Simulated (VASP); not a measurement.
A run of VASP 6.6.1:

File INCAR:

```
ALGO = Normal ; EDIFF = 1E-6
ENCUT = 520 ; GGA = PE
ISIF = 2 ; ISMEAR = 0
LASPH = True ; LCHARG = False
LREAL = False ; LWAVE = False
NBANDS = 18 ; NELM = 100
PREC = Accurate ; SIGMA = 0.05
```

Contents of KPOINTS:

```
k-points
0
Gamma
  8 8 8
```

The input POSCAR:

```
HfO2
1.0
    0.0000000000      2.6762460493      2.6125259052
    2.6762460493      0.0000000000      2.6125259052
    2.6762460493      2.6762460493      0.0000000000
Hf O
1 2
Direct
    0.0000000000      0.0000000000      0.0000000000
    0.2500000000      0.2500000000      0.2500000000
    0.7500000000      0.7500000000      0.7500000000
```

Potentials or basis: VASP PAW PBE potentials, release 64 (Hf_pv, O).

Launch:

```console
$ cat potpaw_PBE.64/Hf_pv/POTCAR potpaw_PBE.64/O/POTCAR > POTCAR
$ mpirun -np 1 vasp_std > vasp.out
```

Hardware: 1 thread of Intel(R) Xeon(R) Platinum 8488C (Sapphire Rapids), with other jobs on the host.

Problem. Estimate the wall time of this run.

Solution. Wall time 33 s on 1 thread of Intel(R) Xeon(R) Platinum 8488C (Sapphire Rapids), with other jobs on the host, peak memory 0.18 GiB. Counts: scf iterations 13, k points 59.
